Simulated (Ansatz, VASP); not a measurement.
# One calculation of Al, two programs

INCAR

```
SYSTEM = Al
ALGO = Normal ; DIPOL = 0.5 0.5 0.392
EDIFF = 1E-6 ; ENCUT = 400
GGA = PE ; GGA_COMPAT = .FALSE.
IDIPOL = 3 ; ISIF = 2
ISMEAR = 0 ; IVDW = 12
LASPH = .TRUE. ; LCHARG = .FALSE.
LDIPOL = .TRUE. ; LREAL = .FALSE.
LWAVE = .FALSE. ; NBANDS = 60
NELM = 120 ; NELMDL = -8
PREC = Accurate ; SIGMA = 0.1
```

The input KPOINTS:

```
k-points
0
G
  3 3 1
  0 0 0
```

The input POSCAR:

```
Al
1.0
    8.4486369609      0.0000000000      0.0000000000
   -4.2243184805      7.3167342355      0.0000000000
    0.0000000000      0.0000000000     26.5651554614
Al
27
Direct
    0.2222222222      0.1111111111      0.3011463649
    0.2222222222      0.4444444444      0.3011463649
    0.2222222222      0.7777777778      0.3011463649
    0.5555555556      0.1111111111      0.3011463649
    0.5555555556      0.4444444444      0.3011463649
    0.5555555556      0.7777777778      0.3011463649
    0.8888888889      0.1111111111      0.3011463649
    0.8888888889      0.4444444444      0.3011463649
    0.8888888889      0.7777777778      0.3011463649
    0.4409586475      0.2161159460      0.3922690793
    0.4446369801      0.5586563676      0.3894486339
    0.4360540449      0.8844004110      0.3944911113
    0.7766069321      0.2230922071      0.3907895354
    0.7732647058      0.5523265501      0.3915168498
    0.7709997668      0.8874837113      0.3911181555
    0.1068995024      0.2239978273      0.3901169841
    0.1094347304      0.5534232619      0.3943233006
    0.1071330635      0.8859229040      0.3907757692
    0.6802771177      0.3392826617      0.4775637972
    0.6571779966      0.6662693909      0.4929627781
    0.6739800791      0.0117946188      0.4793368086
    0.0151861521      0.3437986172      0.4941968833
   -0.0015962814      0.6750758625      0.4798101573
   -0.0090711000     -0.0017358347      0.4766365337
    0.3336351278      0.3396770468      0.4737574325
    0.3363903302      0.6974791397      0.4948622655
    0.3343363099      0.0199148100      0.4903793479
```

Input for Ansatz:

```yaml
crystal:
  lattice:
    - [8.4486369609, 0.0, 0.0]
    - [-4.2243184805, 7.3167342355, 0.0]
    - [0.0, 0.0, 26.5651554614]
  atoms:
    - { symbol: Al, position: [0.2222222222, 0.1111111111, 0.3011463649] }
    - { symbol: Al, position: [0.2222222222, 0.4444444444, 0.3011463649] }
    - { symbol: Al, position: [0.2222222222, 0.7777777778, 0.3011463649] }
    - { symbol: Al, position: [0.5555555556, 0.1111111111, 0.3011463649] }
    - { symbol: Al, position: [0.5555555556, 0.4444444444, 0.3011463649] }
    - { symbol: Al, position: [0.5555555556, 0.7777777778, 0.3011463649] }
    - { symbol: Al, position: [0.8888888889, 0.1111111111, 0.3011463649] }
    - { symbol: Al, position: [0.8888888889, 0.4444444444, 0.3011463649] }
    - { symbol: Al, position: [0.8888888889, 0.7777777778, 0.3011463649] }
    - { symbol: Al, position: [0.4409586475, 0.216115946, 0.3922690793] }
    - { symbol: Al, position: [0.4446369801, 0.5586563676, 0.3894486339] }
    - { symbol: Al, position: [0.4360540449, 0.884400411, 0.3944911113] }
    - { symbol: Al, position: [0.7766069321, 0.2230922071, 0.3907895354] }
    - { symbol: Al, position: [0.7732647058, 0.5523265501, 0.3915168498] }
    - { symbol: Al, position: [0.7709997668, 0.8874837113, 0.3911181555] }
    - { symbol: Al, position: [0.1068995024, 0.2239978273, 0.3901169841] }
    - { symbol: Al, position: [0.1094347304, 0.5534232619, 0.3943233006] }
    - { symbol: Al, position: [0.1071330635, 0.885922904, 0.3907757692] }
    - { symbol: Al, position: [0.6802771177, 0.3392826617, 0.4775637972] }
    - { symbol: Al, position: [0.6571779966, 0.6662693909, 0.4929627781] }
    - { symbol: Al, position: [0.6739800791, 0.0117946188, 0.4793368086] }
    - { symbol: Al, position: [0.0151861521, 0.3437986172, 0.4941968833] }
    - { symbol: Al, position: [-0.0015962814, 0.6750758625, 0.4798101573] }
    - { symbol: Al, position: [-0.0090711, -0.0017358347, 0.4766365337] }
    - { symbol: Al, position: [0.3336351278, 0.3396770468, 0.4737574325] }
    - { symbol: Al, position: [0.3363903302, 0.6974791397, 0.4948622655] }
    - { symbol: Al, position: [0.3343363099, 0.01991481, 0.4903793479] }
basis:
  ecutwfc: 420
kpoints:
  mp_grid: { grid: [3, 3, 1] }
hamiltonian:
  xc: pbe
  dispersion: d3bj
scf:
  occupations: { method: gaussian, width: 0.1 }
output:
  forces: true
  eigenvalues: true
  write_density: true
  volumetric_format: npy
efield:
  axis: 3
  dipole_correction: true
  ramp_width: 0.04
```

Alike in both runs: task single point; functional PBE; dispersion D3(BJ); k mesh 3 × 3 × 1; occupations gaussian, width 0.1 eV; no spin polarisation.

```csv
,VASP,Ansatz
version,VASP 6.6.1,Ansatz 0.2.0
potentials or method,"VASP PAW PBE potentials, release 64 (Al), cutoff 400 eV","scalar-relativistic, plane waves, PAW"
valence electrons in the cell,81,81
```

VASP gave:

| Property | Result |
| --- | --- |
| gap on the k mesh at the Fermi level (eV) | none |
| rms of the force components (eV/Å) | 0.145 |

**Question.** Which values does Ansatz return?

**Answer.** gap on the k mesh at the Fermi level (eV): none; rms of the force components (eV/Å): 0.146.

Atom by atom the forces differ by 0.001 eV/Å (rms over components). A gap of «none» marks a metal or a gap that the smearing closes.
